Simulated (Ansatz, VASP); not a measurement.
## One calculation of Cd, two programs

INCAR

```
SYSTEM = Cd
ALGO     = Normal         ! electronic algorithm
EDIFF    = 1E-6           ! SCF threshold, eV
ENCUT    = 520            ! plane-wave cutoff, eV
GGA      = RE             ! functional
ISIF     = 2              ! what is computed and relaxed
ISMEAR   = -1             ! smearing method
LASPH    = .True.         ! aspherical terms in the spheres
LCHARG   = .True.         ! write CHGCAR
LELF     = .True.         ! ELF
LREAL    = .False.        ! projectors in reciprocal space
LVHAR    = .True.       
LWAVE    = .False.        ! write WAVECAR
NBANDS   = 12             ! bands
NELM     = 80             ! most SCF steps
PREC     = Accurate       ! precision mode
SIGMA    = 0.1            ! smearing width, eV
```

Contents of KPOINTS:

```
k-points
0
Gamma
  17 17 17
  0 0 0
```

POSCAR

```
Cd
1.0
    3.0841618934      0.0000000000      0.0000000000
    0.0000000000      3.0841618934      0.0000000000
    0.0000000000      0.0000000000      3.0841618934
Cd
1
Direct
    0.0000000000      0.0000000000      0.0000000000
```

Input for Ansatz:

```yaml
crystal:
  lattice:
    - [3.0841618934, 0.0, 0.0]
    - [0.0, 3.0841618934, 0.0]
    - [0.0, 0.0, 3.0841618934]
  atoms:
    - { symbol: Cd, position: [0.0, 0.0, 0.0] }
hamiltonian:
  xc: revpbe
  pseudopotentials:
    kind: paw
    azcp:
      Cd: "pseudopotentials/Cd.paw.azcp"
basis:
  ecutwfc: 420
  fft_grid_basis: typed
kpoints:
  mp_grid: { grid: [17, 17, 17], shift: [0, 0, 0] }
magnetization:
  spin_polarized: false
scf:
  occupations: { method: fermi_dirac, width: 0.1 }
output:
  stress: true
  write_density: true
  write_potential: true
  elf: true
  volumetric_format: npy
```

Alike in both runs: task single point; functional revPBE; k mesh 17 × 17 × 17; occupations fermi-dirac, width 0.1 eV; no spin polarisation.

```csv
,VASP,Ansatz
version,VASP 6.6.1,Ansatz 0.2.0
potentials or method,"VASP PAW PBE potentials, release 64 (Cd), cutoff 520 eV","plane waves (420 eV) with PAW, scalar-relativistic"
valence electrons in the cell,12,20
```

Ansatz gave:

* pressure (GPa): -0.7

Task: What did VASP give for the same quantities?

Result: Pressure (GPa): -0.6.

VASP's potentials were made for PBE, not for revPBE. VASP's potentials hold 12 valence electrons a cell and Ansatz's 20, so a difference there can come from the potentials and not from the codes.
